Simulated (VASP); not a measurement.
# ZrC (I4/mmm) in VASP: further runs

Runs on ZrC. Level: PBE. Tasks: single point.

All numbers are computed with VASP 6.6.1; they aren't measurements. Logs are shortened: lines on timing, memory, paths and dates and some standing lists are left out, and cuts for length are marked.

## 1. The cell of the first run

It takes space group I4/mmm (No. 139, tetragonal). The conventional cell has a = 3.058 Å, b = 3.058 Å, c = 4.700 Å, α = 90.00°, β = 90.00°, γ = 90.00°. Within 2.9 Å of Zr (site symmetry 4/mmm) lie 6 C at 2.16 to 2.35 Å. Within 2.9 Å of C (site symmetry 4/mmm) lie 6 Zr at 2.16 to 2.35 Å.

## 2. Single point, PBE (strain -0.080 along x and y, +0.000 along z)

INCAR reads:

```
PREC = Accurate
ENCUT = 520
EDIFF = 1E-6
ISMEAR = 0
SIGMA = 0.15
LREAL = F
LASPH = T
NELM = 100
ALGO = Normal
ISIF = 2
LWAVE = F
LCHARG = F
GGA = PE
NBANDS = 15
```

KPOINTS reads:

```
Automatic mesh
0
Gamma
  18 18 18
```

POSCAR reads:

```
ZrC
1.0
    0.0000000000      2.1621932000      2.3502100000
    2.1621932000      0.0000000000      2.3502100000
    2.1621932000      2.1621932000      0.0000000000
Zr C
1 1
Direct
    0.5000000000      0.5000000000      0.5000000000
    0.0000000000      0.0000000000      0.0000000000
```

Potentials or basis: VASP PAW PBE potentials, release 64 (Zr_sv, C).

Started as:

```sh
cat potpaw_PBE.64/Zr_sv/POTCAR potpaw_PBE.64/C/POTCAR > POTCAR
mpirun -np 1 vasp_std > vasp.out
```

OUTCAR:

```text
PREC = Accurate
   ENCUT = 520
   EDIFF = 1E-6
   ISMEAR = 0
   LREAL = F
   LASPH = T
   NELM = 100
   ISIF = 2
   GGA = PE

 ion  position               nearest neighbor table
   1  0.500  0.500  0.500-   2 2.16   2 2.16   2 2.16   2 2.16   2 2.35   2 2.35
   2  0.000  0.000  0.000-   1 2.16   1 2.16   1 2.16   1 2.16   1 2.35   1 2.35

  LATTYP: Found a body centered tetragonal cell.
 ALAT       =     3.0578029479
 C/A-ratio  =     1.5371886548

  Lattice vectors:

 A1 = (  -2.1621932000,   0.0000000000,   2.3502100000)
 A2 = (   2.1621932000,   0.0000000000,   2.3502100000)
 A3 = (   0.0000000000,   2.1621932000,  -2.3502100000)

Analysis of symmetry for initial positions (statically):
=====================================================================
 Subroutine PRICEL returns:
 Original cell was already a primitive cell.

 Routine SETGRP: Setting up the symmetry group for a
 body centered tetragonal supercell.

 Subroutine GETGRP returns: Found 16 space group operations
 (whereof 16 operations were pure point group operations)
 out of a pool of 16 trial point group operations.

The static configuration has the point symmetry D_4h.

Analysis of symmetry for dynamics (positions and initial velocities):
=====================================================================
 Subroutine PRICEL returns:
 Original cell was already a primitive cell.

 Routine SETGRP: Setting up the symmetry group for a
 body centered tetragonal supercell.

 Subroutine GETGRP returns: Found 16 space group operations
 (whereof 16 operations were pure point group operations)
 out of a pool of 16 trial point group operations.

The dynamic configuration has the point symmetry D_4h.

 Subroutine INISYM returns: Found 16 space group operations
 (whereof 16 operations are pure point group operations),
 and found     1 'primitive' translations

----------------------------------------------------------------------------------------

                                     Primitive cell

  volume of cell :      21.9748

  direct lattice vectors                    reciprocal lattice vectors
     0.000000000  2.162193200  2.350210000    -0.231246680  0.231246680  0.212746946
     2.162193200  0.000000000  2.350210000     0.231246680 -0.231246680  0.212746946
     2.162193200  2.162193200  0.000000000     0.231246680  0.231246680 -0.212746946

  length of vectors
     3.193519450  3.193519450  3.057802948     0.390142689  0.390142689  0.390142689

[... 90 lines left out ...]
   PSTRESS=    0.0 pullay stress
   NELECT =      16.0000    total number of electrons
   NUPDOWN=      -1.0000    fix difference up-down
   EMIN   =  10.00;   EMAX   =-10.00  energy-range for DOS
   EFERMI =   0.00;   METHOD = LEGACY
   ISMEAR =     0;   SIGMA  =   0.15  broadening in eV -4-tet -1-fermi 0-gaus
   EFERMI_NEDOS =   21; number of points for ismear=-14 and -15
   IALGO  =     38    algorithm
   IMIX   =      4    mixing-type and parameters
     AMIX     =   0.40;   BMIX     =  1.00
     AMIX_MAG =   1.60;   BMIX_MAG =  1.00
  volume/ion in A,a.u.               =      10.99        74.15
  Fermi-wavevector in a.u.,A,eV,Ry     =   1.472786  2.783162 29.512372  2.169098
  Thomas-Fermi vector in A             =   2.587758
   LORBIT       =      0    0 simple, 1 ext, 2 COOP (PROOUT), +10 PAW based schemes
   GGA     = PE    functional components
   LHFCALC =     F    Hartree Fock is set to
   AEXX    =    0.0000 exact exchange contribution
   IVDW    =     0    specifies the selected vdW correction
   LEPSILON=     F    determine dielectric tensor
   LRPA    =     F    only Hartree local field effects (RPA)
 non-spin polarized calculation
 Gauss-broadening in eV      SIGMA  =   0.15
  energy-cutoff  :      520.00
  volume of cell :       21.97
 maximum number of plane-waves:       628
   NGX = 11   NGY = 11   NGZ = 11

 number of electron      16.0000000 magnetization

 Free energy of the ion-electron system (eV)
  ---------------------------------------------------
  ext. energy  EPLUGINS =         0.00000000
  ---------------------------------------------------
  free energy    TOTEN  =       -18.63781709 eV

  energy without entropy =      -18.63497849  energy(sigma->0) =      -18.63639779

 E-fermi :  11.7331     XC(G=0): -12.9672

 val. band max:       11.7130466471   @ k =  -0.0556  -0.0000   0.0556
 cond. band min:      11.7611798219   @ k =  -0.0556   0.4444   0.3889
 fundamental gap:      0.0481331748
 Fermi energy:        11.7330538972

 k-point     1 :       0.0000    0.0000    0.0000
  band No.  band energies     occupation
      1     -35.8328      2.00000
      2     -13.4036      2.00000
      3     -13.3725      2.00000
      4     -13.3725      2.00000
      5      -0.1811      2.00000
      6      12.1252      0.00022
      7      12.2106      0.00001
      8      12.8511      0.00000
      9      12.8511      0.00000
     10      13.1598      0.00000
     11      13.1598      0.00000
     12      14.0268      0.00000
     13      15.5259      0.00000
     14      21.4763      0.00000
[... 401 lines left out ...]
      2     -14.2117      2.00000
      3     -13.5355      2.00000
      4     -13.3629      2.00000
      5       1.5186      2.00000
      6       8.6675      2.00000
      7       9.3879      2.00000
      8       9.4135      2.00000
      9      14.3991      0.00000
     10      14.5769      0.00000
     11      15.2646      0.00000
     12      17.5486      0.00000
     13      21.1334      0.00000
     14      23.3005      0.00000
     15      26.1392      0.00000

 [... further k-points ...]

------------------------ aborting loop because EDIFF is reached ----------------------------------------

  FORCE on cell =-STRESS in cart. coord.  units (eV):
  Direction    XX          YY          ZZ          XY          YZ          ZX
  --------------------------------------------------------------------------------------
  -------------------------------------------------------------------------------------
  Total       10.4941741     10.4941741      2.9505267      0.0000000      0.0000000     -0.0000000
  in kB      765.1264035    765.1264035    215.1218204      0.0000000      0.0000000     -0.0000000
  external PRESSURE =     581.7915425 kB  Pullay stress =       0.0000000 kB

 VOLUME and BASIS-vectors are now :
 -----------------------------------------------------------------------------
  energy-cutoff  :      520.00
  volume of cell :       21.97
      direct lattice vectors                 reciprocal lattice vectors
     0.000000000  2.162193200  2.350210000    -0.231246680  0.231246680  0.212746946
     2.162193200  0.000000000  2.350210000     0.231246680 -0.231246680  0.212746946
     2.162193200  2.162193200  0.000000000     0.231246680  0.231246680 -0.212746946

 POSITION                                       TOTAL-FORCE (eV/Angst)
 -----------------------------------------------------------------------------------
      2.16219      2.16219      2.35021        -0.000000      0.000000     -0.000000
      0.00000      0.00000      0.00000         0.000000     -0.000000      0.000000
 -----------------------------------------------------------------------------------
    total drift:                               -0.000000     -0.000000      0.000000

  FREE ENERGIE OF THE ION-ELECTRON SYSTEM (eV)
  ---------------------------------------------------
  free  energy   TOTEN  =       -18.6378170882 eV

  energy  without entropy=      -18.6349784853  energy(sigma->0) =      -18.63639779
```

OSZICAR:

```text
N       E                     dE             d eps       ncg     rms          rms(c)
DAV:   1     0.103219009394E+03    0.10322E+03   -0.87577E+03 14438   0.110E+03
DAV:   2    -0.160172398265E+02   -0.11924E+03   -0.11102E+03 18166   0.294E+02
DAV:   3    -0.217230062374E+02   -0.57058E+01   -0.56650E+01 22776   0.560E+01
DAV:   4    -0.219215812422E+02   -0.19858E+00   -0.19847E+00 18060   0.686E+00
DAV:   5    -0.219230579843E+02   -0.14767E-02   -0.14767E-02 19139   0.607E-01    0.297E+01
DAV:   6    -0.186545555353E+02    0.32685E+01   -0.58518E+00 17395   0.231E+01    0.114E+01
DAV:   7    -0.186377361773E+02    0.16819E-01   -0.46784E-01 16571   0.529E+00    0.908E+00
DAV:   8    -0.186537183455E+02   -0.15982E-01   -0.15247E-01 18876   0.320E+00    0.494E+00
DAV:   9    -0.186383615195E+02    0.15357E-01   -0.24628E-02 16822   0.117E+00    0.885E-01
DAV:  10    -0.186378372349E+02    0.52428E-03   -0.30728E-03 18586   0.498E-01    0.814E-02
DAV:  11    -0.186378202783E+02    0.16957E-04   -0.11530E-04 17130   0.124E-01    0.198E-02
DAV:  12    -0.186378173073E+02    0.29710E-05   -0.65998E-06 20771   0.251E-02    0.488E-03
DAV:  13    -0.186378170882E+02    0.21912E-06   -0.19318E-07 10833   0.423E-03
   1 F= -.18637817E+02 E0= -.18636398E+02  d E =-.283860E-02
```

It took 3.6 min on 1 thread of Intel Xeon 8259CL, shared host; peak memory 0.28 GiB.

What came out:

```yaml
Free_energy: -18.6378 eV
Pressure: 58.2 GPa
Band_gap_on_the_k_mesh: zero (bands 8 and 9 overlap by 1.65 eV)
```

Stress tensor (GPa, compression positive):
```
76.51  0.00  0.00
 0.00 76.51  0.00
 0.00  0.00 21.51
```

Levels at points of the mesh, in eV from the Fermi level:
| k point | band 5 | band 6 | band 7 | band 8 | band 9 | band 10 | band 11 | band 12 |
| --- | --- | --- | --- | --- | --- | --- | --- | --- |
| (0.00, 0.00, 0.00) | -11.91 | 0.39 | 0.48 | 1.12 | 1.12 | 1.43 | 1.43 | 2.29 |
| (0.50, 0.00, 0.00) | -7.85 | -6.05 | -3.79 | -3.60 | 5.12 | 5.71 | 6.52 | 7.14 |
| (0.50, 0.50, 0.00) | -10.98 | -2.43 | -2.34 | 0.55 | 0.55 | 5.29 | 6.82 | 6.82 |
| (0.50, 0.00, 0.50) | -11.04 | -2.46 | -1.27 | -0.27 | 0.46 | 5.14 | 6.20 | 7.46 |

Caveat: the cell differs from its parent crystal (strain -0.080 along x and y, +0.000 along z); the stress differs along the axes, from 22 to 77 GPa.

## 3. Single point, PBE (strain -0.040 along x and y, -0.080 along z)

INCAR reads:

```
PREC     = Accurate       # precision mode
ENCUT    = 520            # plane-wave cutoff, eV
EDIFF    = 1E-6           # SCF threshold, eV
ISMEAR   = 0              # smearing method
SIGMA    = 0.15           # smearing width, eV
LREAL    = F              # projectors in reciprocal space
LASPH    = T              # aspherical terms in the spheres
NELM     = 80             # most SCF steps
ALGO     = Normal         # electronic algorithm
ISIF     = 2              # what is computed and relaxed
LWAVE    = F              # write WAVECAR
LCHARG   = F              # write CHGCAR
GGA      = PE             # functional
NBANDS   = 15             # bands
```

KPOINTS reads:

```
regular mesh
0
Gamma
  18 18 18
```

POSCAR reads:

```
ZrC
1.0
    0.0000000000      2.2562016000      2.1621932000
    2.2562016000      0.0000000000      2.1621932000
    2.2562016000      2.2562016000      0.0000000000
Zr C
1 1
Direct
    0.5000000000      0.5000000000      0.5000000000
    0.0000000000      0.0000000000      0.0000000000
```

Potentials or basis: VASP PAW PBE potentials, release 64 (Zr_sv, C).

Started as:

```sh
cat potpaw_PBE.64/Zr_sv/POTCAR potpaw_PBE.64/C/POTCAR > POTCAR
mpirun -np 1 vasp_std > vasp.out
```

OUTCAR:

```text
PREC = Accurate
   ENCUT = 520
   EDIFF = 1E-6
   ISMEAR = 0
   LREAL = F
   LASPH = T
   NELM = 80
   ISIF = 2
   GGA = PE

 ion  position               nearest neighbor table
   1  0.500  0.500  0.500-   2 2.16   2 2.16   2 2.26   2 2.26   2 2.26   2 2.26
   2  0.000  0.000  0.000-   1 2.16   1 2.16   1 2.26   1 2.26   1 2.26   1 2.26

  LATTYP: Found a body centered tetragonal cell.
 ALAT       =     3.1907509022
 C/A-ratio  =     1.3552879973

  Lattice vectors:

 A1 = (   0.0000000000,  -2.2562016000,  -2.1621932000)
 A2 = (   0.0000000000,   2.2562016000,  -2.1621932000)
 A3 = (   2.2562016000,   0.0000000000,   2.1621932000)

Analysis of symmetry for initial positions (statically):
=====================================================================
 Subroutine PRICEL returns:
 Original cell was already a primitive cell.

 Routine SETGRP: Setting up the symmetry group for a
 body centered tetragonal supercell.

 Subroutine GETGRP returns: Found 16 space group operations
 (whereof 16 operations were pure point group operations)
 out of a pool of 16 trial point group operations.

The static configuration has the point symmetry D_4h.
[... 175 lines left out ...]
      6      12.4797      0.00000
      7      12.4797      0.00000
      8      12.5910      0.00000
      9      12.5910      0.00000
     10      12.8644      0.00000
     11      13.1042      0.00000
     12      14.6352      0.00000
     13      15.0896      0.00000
     14      21.1133      0.00000
[... 401 lines left out ...]
      2     -14.1683      2.00000
      3     -13.5315      2.00000
      4     -13.4769      2.00000
      5       1.3191      2.00000
      6       8.5793      2.00000
      7       9.3137      2.00000
      8      10.0278      2.00000
      9      14.0263      0.00000
     10      14.4436      0.00000
     11      15.3320      0.00000
     12      19.1471      0.00000
     13      19.7200      0.00000
     14      22.5120      0.00000
     15      25.9888      0.00000

 [... further k-points ...]

------------------------ aborting loop because EDIFF is reached ----------------------------------------

  FORCE on cell =-STRESS in cart. coord.  units (eV):
  Direction    XX          YY          ZZ          XY          YZ          ZX
  --------------------------------------------------------------------------------------
  -------------------------------------------------------------------------------------
  Total        6.1018235      6.1018235     10.3018014      0.0000000      0.0000000     -0.0000000
  in kB      444.1093587    444.1093587    749.7965806      0.0000000      0.0000000     -0.0000000
  external PRESSURE =     546.0050993 kB  Pullay stress =       0.0000000 kB

 VOLUME and BASIS-vectors are now :
 -----------------------------------------------------------------------------
  energy-cutoff  :      520.00
  volume of cell :       22.01
      direct lattice vectors                 reciprocal lattice vectors
     0.000000000  2.256201600  2.162193200    -0.221611402  0.221611402  0.231246680
     2.256201600  0.000000000  2.162193200     0.221611402 -0.221611402  0.231246680
     2.256201600  2.256201600  0.000000000     0.221611402  0.221611402 -0.231246680

 POSITION                                       TOTAL-FORCE (eV/Angst)
 -----------------------------------------------------------------------------------
      2.25620      2.25620      2.16219        -0.000000      0.000000     -0.000000
      0.00000      0.00000      0.00000         0.000000     -0.000000      0.000000
 -----------------------------------------------------------------------------------
    total drift:                                0.000000     -0.000000      0.000000

  FREE ENERGIE OF THE ION-ELECTRON SYSTEM (eV)
  ---------------------------------------------------
  free  energy   TOTEN  =       -18.8048597901 eV

  energy  without entropy=      -18.8017580666  energy(sigma->0) =      -18.80330893
```

stdout:

```text
POSCAR found type information on POSCAR ZrC
 POSCAR found :  2 types and       2 ions
 scaLAPACK will be used
 LDA part: xc-table for (Slater+PW92), standard interpolation
 POSCAR, INCAR and KPOINTS ok, starting setup
 FFT: planning ... GRIDC
 FFT: planning ... GRID_SOFT
 FFT: planning ... GRID
 WAVECAR not read
 entering main loop
```

Run time: 3.9 min. Hardware: 1 thread of Intel Xeon 8259CL, shared host; peak memory 0.27 GiB.

Results:

```yaml
Free_energy: -18.8049 eV
Pressure: 54.6 GPa
Band_gap_on_the_k_mesh: zero (bands 8 and 9 overlap by 1.61 eV)
```

Levels at points of the mesh, in eV from the Fermi level:
```csv
k point,band 6,band 7,band 8,band 9,band 10,band 11
"(0.00, 0.00, 0.00)",0.80,0.80,0.91,0.91,1.19,1.43
"(0.50, 0.00, 0.00)",-6.01,-3.65,-3.56,5.20,5.59,6.43
"(0.50, 0.50, 0.00)",-2.46,-1.25,0.07,0.07,5.38,6.87
"(0.50, 0.00, 0.50)",-2.36,-1.88,0.13,0.55,5.25,6.62
```

Caveat: the cell differs from its parent crystal (strain -0.040 along x and y, -0.080 along z); the stress differs along the axes, from 44 to 75 GPa.

(Part 1 of 2 ends here.)

The gap in the log of VASP goes by the Fermi energy; the results here count the filled bands.